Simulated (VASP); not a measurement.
Write the native input for VASP 6.6.1 that does the following.

- Task: single point
- Functional: PBE
- Potentials or basis: VASP PAW PBE potentials, release 64 (Gd, N, F)
- Cutoff: 600 eV
- k mesh: 3 × 3 × 2
- Occupations: gaussian, width 0.15 eV
- Spin: collinear spin, ferromagnetic start
- Starting moments: [7.0, 7.0, 0.0, 0.0, 0.0, 0.0] μB
- Dipole correction: no
- Further INCAR settings: ALGO = Normal; EDIFF = 1e-06; NBANDS = 44

The structure of Gd2NF3 lies in POSCAR:

```
Gd2NF3
1.0
    3.9201550644      0.0000000000      0.0000000000
    0.0000000000      3.9201550644      0.0000000000
    0.0000000000      0.0000000000      5.8454767398
Gd N F
2 1 3
Direct
    0.5000000000      0.0000000000      0.7931538986
    0.0000000000      0.5000000000      0.2068461014
    0.5000000000      0.5000000000      0.0000000000
    0.5000000000      0.0000000000      0.4028792028
    0.0000000000      0.5000000000      0.5971207972
    0.0000000000      0.0000000000      0.0000000000
```

The cell was built from a structure type or drawn by symmetry, and may not be a known phase.

One way to write it, as run:

INCAR

```
SYSTEM = Gd2NF3
PREC     = Accurate       ! precision mode
ENCUT    = 600            ! plane-wave cutoff, eV
EDIFF    = 1E-6           ! SCF threshold, eV
ISMEAR   = 0              ! smearing method
SIGMA    = 0.15           ! smearing width, eV
LREAL    = .FALSE.        ! projectors in reciprocal space
LASPH    = .TRUE.         ! aspherical terms in the spheres
NELM     = 200            ! most SCF steps
ALGO     = Normal         ! electronic algorithm
ISIF     = 2              ! what is computed and relaxed
LWAVE    = .FALSE.        ! write WAVECAR
LCHARG   = .TRUE.         ! write CHGCAR
ISPIN    = 2              ! spin polarisation
MAGMOM   = 7 7 0 0 0 0    ! initial moments
LORBIT   = 11             ! projections on sites
LMAXMIX  = 6              ! l up to which the mixer works
GGA      = PE             ! functional
LELF     = .TRUE.         ! ELF
LVHAR    = .TRUE.       
NBANDS   = 44             ! bands
GGA_COMPAT= .FALSE.
```

KPOINTS

```
Automatic mesh
0
G
  3 3 2
  0 0 0
```

Potentials or basis: VASP PAW PBE potentials, release 64 (Gd, N, F).

Launch:

```sh
$ cat potpaw_PBE.64/Gd/POTCAR potpaw_PBE.64/N/POTCAR potpaw_PBE.64/F/POTCAR > POTCAR
$ mpirun -np 1 vasp_std > vasp.out
```

Results of the run:

The pressure is 0.2 GPa and the largest force is 0.030 eV/Å. The band gap on the k mesh is 1.74 eV (least direct gap 1.86 eV), the net moment is 14.00 μB per cell and the site moments are Gd +6.76; N +0.02; F +0.00 μB. The valence electrons inside the program's atomic spheres are Gd 15.21; N 3.69; F 6.07, 6.15 (each value once).

Caveat: the k points lie up to 0.54 Å⁻¹ apart; spin-orbit coupling is left out, which moves the levels of the heavy elements; an odd mesh through Γ misses points on the zone boundary, where band edges can lie; semilocal functionals describe open f shells poorly, which spoils levels, moments and volumes.

Run time: 8.7 min on 1 thread of Intel(R) Xeon(R) Platinum 8488C (Sapphire Rapids) (shared host), peak memory 0.29 GiB.
